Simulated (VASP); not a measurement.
Write the native input for VASP 6.6.1 that does the following.

```
Task                               : single point
Functional                         : HSE06
Potentials or basis                : VASP PAW PBE potentials, release 64 (Cs_sv, I)
Cutoff                             : 400 eV
k mesh                             : 4 × 4 × 4
Occupations                        : fermi-dirac, width 0.5 eV
Spin                               : no spin polarisation
Dipole correction                  : no
Grid for exact exchange (PRECFOCK) : Normal
Further INCAR settings             : ALGO = Normal; EDIFF = 1e-06; NBANDS = 15
Screening parameter                : 0.2079 1/Å
```

Crystal: CsI.

```
Cs I
1.0
     4.60808    0.00000    0.00000
     0.00000    4.60808    0.00000
     0.00000    0.00000    4.60808
Cs I
1 1
Direct
  0.00000 0.00000 0.00000
  0.50000 0.50000 0.50000
```

These files were run (other wordings do the same):

POSCAR

```
CsI
1.0
    4.6080833777      0.0000000000      0.0000000000
    0.0000000000      4.6080833777      0.0000000000
    0.0000000000      0.0000000000      4.6080833777
Cs I
1 1
Direct
    0.0000000000      0.0000000000      0.0000000000
    0.5000000000      0.5000000000      0.5000000000
```

INCAR.step1

```
PREC = Accurate
ENCUT = 400
EDIFF = 1E-5
ISMEAR = -1
SIGMA = 0.5
LREAL = False
LASPH = True
NELM = 120
ALGO = Normal
ISIF = 2
LWAVE = True
LCHARG = False
NBANDS = 15
GGA = PE
GGA_COMPAT = False
```

INCAR.step2

```
PREC = Accurate
ENCUT = 400
EDIFF = 1E-6
ISMEAR = -1
SIGMA = 0.5
LREAL = False
LASPH = True
NELM = 120
ALGO = Normal
ISIF = 2
LWAVE = False
LCHARG = False
GGA = PE
LHFCALC = True
HFSCREEN = 0.2079
PRECFOCK = Normal
NBANDS = 15
ISTART = 1
GGA_COMPAT = False
```

KPOINTS

```
regular mesh
0
Gamma
  4 4 4
```

Potentials or basis: VASP PAW PBE potentials, release 64 (Cs_sv, I).

The run is started by

```console
$ cat potpaw_PBE.64/Cs_sv/POTCAR potpaw_PBE.64/I/POTCAR > POTCAR
$ cp INCAR.step1 INCAR
$ mpirun -np 1 vasp_std > vasp.out
$ cp INCAR.step2 INCAR
$ mpirun -np 1 vasp_std > vasp.out
```

It gave:

```yaml
Pressure: 0.2 GPa
Band_gap_on_the_k_mesh: 4.78 eV, indirect (least direct gap 4.88 eV)
```

Caveat: the PAW data sets were made with another functional, which shifts forces and pressure a little; spin-orbit coupling is left out, which moves the levels of the heavy elements.

It took 15 min on 1 thread of Intel(R) Xeon(R) Platinum 8259CL CPU @ 2.50GHz (Skylake/Cascade Lake) (shared host), peak memory 0.27 GiB.
